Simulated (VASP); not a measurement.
Cl: single point with PBE

Crystal: Cl.

```
Cl
1.0
     0.00000    2.21610    2.21610
     2.21610    0.00000    2.21610
     2.21610    2.21610    0.00000
Cl
1
Cartesian
  0.0000 0.0000 0.0000
```

- Program: VASP 6.6.1
- Task: single point
- Functional: PBE
- Potentials or basis: VASP PAW PBE potentials, release 64 (Cl)
- Cutoff: 520 eV
- k mesh: 13 × 13 × 13
- Occupations: fermi-dirac, width 0.136057 eV
- Spin: no spin polarisation

```
Pressure : -0.2 GPa
```

Levels at points of the mesh, in eV from the Fermi level:
| k point | band 1 | band 2 | band 3 | band 4 | band 5 | band 6 | band 7 | band 8 | band 9 |
| --- | --- | --- | --- | --- | --- | --- | --- | --- | --- |
| (0.00, 0.00, 0.00) | -15.13 | 0.75 | 0.75 | 0.75 | 9.73 | 14.07 | 14.07 | 14.07 | 17.90 |

It took 13 s on 1 thread of AMD EPYC 7R13 Processor (Zen 3) (shared host), peak memory 0.11 GiB.

Caveat: an odd number of electrons without spin polarisation forces a metal; a magnetic or distorted state may lie lower.
